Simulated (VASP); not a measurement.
# MoS2 (P6_3/mmc) in VASP: notebook, part 2 of 2

VASP 6.6.1. Earlier steps stand in the parts before.

## (3) Relaxation of cell and atoms, r2SCAN, target pressure 10 GPa, at which the enthalpy is minimised

This run uses another cell than the first one, of 18.99 Å³/atom.

POSCAR

```
MoS2
1.0
    3.1844330405      0.0000000000      0.0000000000
   -1.5922165202      2.7577999097      0.0000000000
    0.0000000000      0.0000000000     12.9745550788
Mo S
2 4
Direct
    0.3333333333      0.6666666667      0.2500000000
    0.6666666667      0.3333333333      0.7500000000
    0.3333333333      0.6666666667      0.6303305582
    0.6666666667      0.3333333333      0.1303305582
    0.3333333333      0.6666666667      0.8696694418
    0.6666666667      0.3333333333      0.3696694418
```

INCAR.step1

```
SYSTEM = MoS2
ALGO = Normal
EDIFF = 1E-4
ENCUT = 600
GGA = PE
ISMEAR = 0
LASPH = .TRUE.
LCHARG = .FALSE.
LREAL = .FALSE.
LWAVE = .TRUE.
NELM = 60
PREC = Accurate
SIGMA = 0.01
```

INCAR.step2

```
SYSTEM = MoS2
ALGO = Normal
EDIFF = 1E-7
EDIFFG = -0.002
ENCUT = 600
IBRION = 2
ISIF = 3
ISMEAR = 0
ISTART = 1
LASPH = .TRUE.
LCHARG = .FALSE.
LMIXTAU = .TRUE.
LREAL = .FALSE.
LWAVE = .FALSE.
METAGGA = R2SCAN
NELM = 60
NSW = 100
PREC = Accurate
PSTRESS = 100.0
SIGMA = 0.01
```

KPOINTS

```
k-points
0
G
  6 6 2
  0 0 0
```

Potentials or basis: VASP PAW PBE potentials, release 64 (Mo_sv, S).

The run is started by

```
> cat potpaw_PBE.64/Mo_sv/POTCAR potpaw_PBE.64/S/POTCAR > POTCAR
> cp INCAR.step1 INCAR
> mpirun -np 1 vasp_std > vasp.out
> cp INCAR.step2 INCAR
> mpirun -np 1 vasp_std > vasp.out
```

OUTCAR:

```text
SYSTEM = MoS2
   EDIFF = 1E-7
   EDIFFG = -0.002
   ENCUT = 600
   IBRION = 2
   ISIF = 3
   ISMEAR = 0
   ISTART = 1
   LASPH = .TRUE.
   LREAL = .FALSE.
   METAGGA = R2SCAN
   NELM = 60
   NSW = 100
   PREC = Accurate
   PSTRESS = 100.0

 ion  position               nearest neighbor table
   1  0.333  0.667  0.250-   4 2.41   6 2.41   4 2.41   6 2.41   4 2.41   6 2.41
   2  0.667  0.333  0.750-   3 2.41   5 2.41   3 2.41   5 2.41   3 2.41   5 2.41
   3  0.333  0.667  0.630-   2 2.41   2 2.41   2 2.41
   4  0.667  0.333  0.130-   1 2.41   1 2.41   1 2.41
   5  0.333  0.667  0.870-   2 2.41   2 2.41   2 2.41
   6  0.667  0.333  0.370-   1 2.41   1 2.41   1 2.41

  LATTYP: Found a hexagonal cell.
 ALAT       =     3.1844330405
 C/A-ratio  =     4.0743689422

  Lattice vectors:

 A1 = (   3.1844330405,   0.0000000000,   0.0000000000)
 A2 = (  -1.5922165202,   2.7577999097,   0.0000000000)
 A3 = (   0.0000000000,   0.0000000000,  12.9745550788)

Analysis of symmetry for initial positions (statically):
=====================================================================
 Subroutine PRICEL returns:
 Original cell was already a primitive cell.

 Routine SETGRP: Setting up the symmetry group for a
 hexagonal supercell.

 Subroutine GETGRP returns: Found 24 space group operations
 (whereof 12 operations were pure point group operations)
 out of a pool of 24 trial point group operations.

The static configuration has the point symmetry D_3d.
 The point group associated with its full space group is D_6h.

Analysis of symmetry for dynamics (positions and initial velocities):
=====================================================================
 Subroutine PRICEL returns:
 Original cell was already a primitive cell.

 Routine SETGRP: Setting up the symmetry group for a
 hexagonal supercell.

 Subroutine GETGRP returns: Found 24 space group operations
 (whereof 12 operations were pure point group operations)
 out of a pool of 24 trial point group operations.

The dynamic configuration has the point symmetry D_3d.
 The point group associated with its full space group is D_6h.

 Subroutine INISYM returns: Found 24 space group operations
 (whereof 12 operations are pure point group operations),
 and found     1 'primitive' translations

----------------------------------------------------------------------------------------

                                     Primitive cell

  volume of cell :     113.9429

  direct lattice vectors                    reciprocal lattice vectors
     3.184433041  0.000000000  0.000000000     0.314027642  0.181303944  0.000000000
    -1.592216520  2.757799910  0.000000000     0.000000000  0.362607888  0.000000000
     0.000000000  0.000000000 12.974555079     0.000000000  0.000000000  0.077073934

  length of vectors
     3.184433041  3.184433040 12.974555079     0.362607888  0.362607888  0.077073934

  position of ions in fractional coordinates (direct lattice)
     0.333333333  0.666666667  0.250000000
     0.666666667  0.333333333  0.750000000
     0.333333333  0.666666667  0.630330558
     0.666666667  0.333333333  0.130330558
     0.333333333  0.666666667  0.869669442
     0.666666667  0.333333333  0.369669442

  ion indices of the primitive-cell ions
   primitive index   ion index
                 1           1
                 2           2
                 3           3
                 4           4
[... 33 lines left out ...]
  0.333333  0.000000  0.000000      6.000000
  0.500000  0.000000  0.000000      3.000000
  0.166667  0.166667  0.000000      6.000000
  0.333333  0.166667  0.000000     12.000000
  0.333333  0.333333  0.000000      2.000000
  0.000000  0.000000  0.500000      1.000000
  0.166667  0.000000  0.500000      6.000000
  0.333333  0.000000  0.500000      6.000000
  0.500000  0.000000  0.500000      3.000000
  0.166667  0.166667  0.500000      6.000000
  0.333333  0.166667  0.500000     12.000000
  0.333333  0.333333  0.500000      2.000000
   k-points           NKPTS =     14   k-points in BZ     NKDIM =     14   number of bands    NBANDS=     31
   number of dos      NEDOS =    301   number of ions     NIONS =      6
   total plane-waves  NPLWV =  84672
   dimension x,y,z NGX =    28 NGY =   28 NGZ =  108
   dimension x,y,z NGXF=    56 NGYF=   56 NGZF=  216
   ions per type =               2   4
   NGX,Y,Z   is equivalent  to a cutoff of  14.62, 14.62, 13.84 a.u.
   NGXF,Y,Z  is equivalent  to a cutoff of  29.24, 29.24, 27.68 a.u.
 SYSTEM =  MoS2
   PREC   = accura    normal or accurate (medium, high low for compatibility)
   ISTART =      1    job   : 0-new  1-cont  2-samecut
   ICHARG =      0    charge: 1-file 2-atom 10-const
   ISPIN  =      1    spin polarized calculation?
   LNONCOLLINEAR =      F non collinear calculations
   LSORBIT =      F    spin-orbit coupling
   LASPH  =      T    aspherical Exc in radial PAW
   ENCUT  =  600.0 eV  44.10 Ry    6.64 a.u.   6.36  6.36 25.91*2*pi/ulx,y,z
   NELM   =     60;   NELMIN=  2; NELMDL=  0     # of ELM steps
   EDIFF  = 0.1E-06   stopping-criterion for ELM
   LREAL  =      F    real-space projection
   EDIFFG = -.2E-02   stopping-criterion for IOM
   NSW    =    100    number of steps for IOM
   IBRION =      2    ionic relax: 0-MD 1-quasi-New 2-CG
   NFREE  =      1    steps in history (QN), initial steepest desc. (CG)
   ISIF   =      3    stress and relaxation
   ISYM   =      2    0-nonsym 1-usesym 2-fastsym
   POTIM  = 0.5000    time-step for ionic-motion
   TEBEG  =    0.0;   TEEND  =   0.0 temperature during run
   PSTRESS=  100.0 pullay stress
   NELECT =      52.0000    total number of electrons
   NUPDOWN=      -1.0000    fix difference up-down
   EMIN   =  10.00;   EMAX   =-10.00  energy-range for DOS
   EFERMI =   0.00;   METHOD = LEGACY
   ISMEAR =     0;   SIGMA  =   0.01  broadening in eV -4-tet -1-fermi 0-gaus
   EFERMI_NEDOS =   21; number of points for ismear=-14 and -15
   IALGO  =     38    algorithm
   IMIX   =      4    mixing-type and parameters
     AMIX     =   0.40;   BMIX     =  1.00
     AMIX_MAG =   1.60;   BMIX_MAG =  1.00
  volume/ion in A,a.u.               =      18.99       128.15
  Fermi-wavevector in a.u.,A,eV,Ry     =   1.260415  2.381839 21.614834  1.588645
  Thomas-Fermi vector in A             =   2.393926
   LORBIT       =      0    0 simple, 1 ext, 2 COOP (PROOUT), +10 PAW based schemes
   METAGGA = R2SCAN    functional components
   LHFCALC =     F    Hartree Fock is set to
   AEXX    =    0.0000 exact exchange contribution
   IVDW    =     0    specifies the selected vdW correction
   LEPSILON=     F    determine dielectric tensor
   LRPA    =     F    only Hartree local field effects (RPA)
 conjugate gradient relaxation of ions
 non-spin polarized calculation
 Gauss-broadening in eV      SIGMA  =   0.01
  energy-cutoff  :      600.00
  volume of cell :      113.94
 maximum number of plane-waves:      3826
 NGX is ok and might be reduce to    28
   NGX = 13   NGY = 13   NGZ = 51

--------------------------------------- Ionic step        1  -------------------------------------------

 number of electron      51.9999998 magnetization

 Free energy of the ion-electron system (eV)
  ---------------------------------------------------
  ext. energy  EPLUGINS =         0.00000000
  ---------------------------------------------------
  free energy    TOTEN  =       -90.08161283 eV

  energy without entropy =      -90.08161283  energy(sigma->0) =      -90.08161283

------------------------ aborting loop because EDIFF is reached ----------------------------------------

  FORCE on cell =-STRESS in cart. coord.  units (eV):
  Direction    XX          YY          ZZ          XY          YZ          ZX
  --------------------------------------------------------------------------------------
  -------------------------------------------------------------------------------------
  Total        0.0550950      0.0550950      0.0279409      0.0000000      0.0000000     -0.0000000
  in kB        0.7747027      0.7747027      0.3928827      0.0000000      0.0000000     -0.0000000
  external PRESSURE =     -99.3525707 kB  Pullay stress =     100.0000000 kB
[... 109 lines left out ...]
  energy  without entropy=      -89.8963145785  energy(sigma->0) =      -89.89631458

  enthalpy is  TOTEN    =       -83.1889696949 eV   P V=        6.7073448837

[... ionic steps 4 to 20 ...]

--------------------------------------- Ionic step       21  -------------------------------------------

 number of electron      52.0000001 magnetization

------------------------ aborting loop because EDIFF is reached ----------------------------------------
[... 79 lines left out ...]
--------------------------------------- Ionic step       23  -------------------------------------------

 number of electron      52.0000001 magnetization

 Free energy of the ion-electron system (eV)
  ---------------------------------------------------
  ext. energy  EPLUGINS =         0.00000000
  ---------------------------------------------------
  free energy    TOTEN  =       -89.69866891 eV

  energy without entropy =      -89.69866891  energy(sigma->0) =      -89.69866891

 E-fermi :   9.2338     XC(G=0): -12.1691

 val. band max:        9.0274810935   @ k =   0.0000   0.0000   0.0000
 cond. band min:       9.6477397066   @ k =   0.1667   0.1667   0.0000
 fundamental gap:      0.6202586131
 Fermi energy:         9.2337947939

 k-point     1 :       0.0000    0.0000    0.0000
  band No.  band energies     occupation
      1     -54.6568      2.00000
      2     -54.6568      2.00000
      3     -28.1313      2.00000
      4     -28.1309      2.00000
      5     -27.8287      2.00000
      6     -27.8287      2.00000
[... 502 lines left out ...]
  energy  without entropy=      -89.6986689082  energy(sigma->0) =      -89.69866891

  enthalpy is  TOTEN    =       -83.6541300899 eV   P V=        6.0445388182

 reached required accuracy - stopping structural energy minimisation
```

It took 58 min on 1 thread of Intel Xeon Platinum 8488C (Sapphire Rapids), shared host; peak memory 0.34 GiB.

What came out:

```yaml
Free_energy: -89.6987 eV
Relaxed_volume: 16.14 Å³/atom
Relaxed_cell: a = 3.111 Å, b = 3.111 Å, c = 11.553 Å, α = 90.00°, β = 90.00°, γ = 120.00°
Space_group_after_relaxing_to_0.1_Å: P6_3/mmc (No. 194)
Energy_change_on_relaxing_the_run_minimises_the_enthalpy: +63.8 meV/atom
Ionic_steps: 23
Pressure_after_relaxing: 10.0 GPa
Band_gap_on_the_k_mesh: 0.62 eV (least direct gap 1.89 eV)
```

Step by step:
```tsv
step	energy change (eV)	largest force (eV/Å)	pressure (GPa)	volume (Å³)
1	0.0000	0.0063	0.06	113.94
2	1.8040	3.7293	36.73	95.61
3	0.1853	1.0629	9.60	107.46
4	0.1981	1.1013	9.96	107.25
5	0.2391	0.5650	10.07	104.19
6	0.3748	0.0820	10.42	101.36
7	0.3590	0.0285	10.25	99.86
8	0.4194	0.1115	10.69	96.61
9	0.4906	0.1988	11.14	95.34
10	0.4655	0.1683	10.99	95.72
11	0.3755	0.0448	9.77	96.97
12	0.3672	0.0320	9.65	97.10
13	0.3881	0.0786	10.52	96.77
14	0.3768	0.0204	10.06	96.95
15	0.3758	0.0187	10.00	96.96
16	0.3748	0.0168	9.93	96.98
17	0.3751	0.0172	9.95	96.97
18	0.3780	0.0090	9.96	96.92
19	0.3839	0.0065	9.99	96.83
20	0.3821	0.0018	9.98	96.86
21	0.3823	0.0023	9.98	96.86
22	0.3839	0.0042	10.05	96.83
23	0.3829	0.0004	10.01	96.84
```

Final structure:
```
Mo S
1.0
     3.11119    0.00000    0.00000
    -1.55560    2.69437    0.00000
     0.00000    0.00000   11.55284
Mo S
2 4
Direct
  0.33333 0.66667 0.25000
  0.66667 0.33333 0.75000
  0.33333 0.66667 0.61524
  0.66667 0.33333 0.11524
  0.33333 0.66667 0.88476
  0.66667 0.33333 0.38476
```

Caveat: the cell is relaxed towards a set pressure, so the run minimises the enthalpy, not the energy; the volume moved by over 15 % at a fixed basis, so the end points are rough; the PAW data sets were made with another functional, which shifts forces and pressure a little.
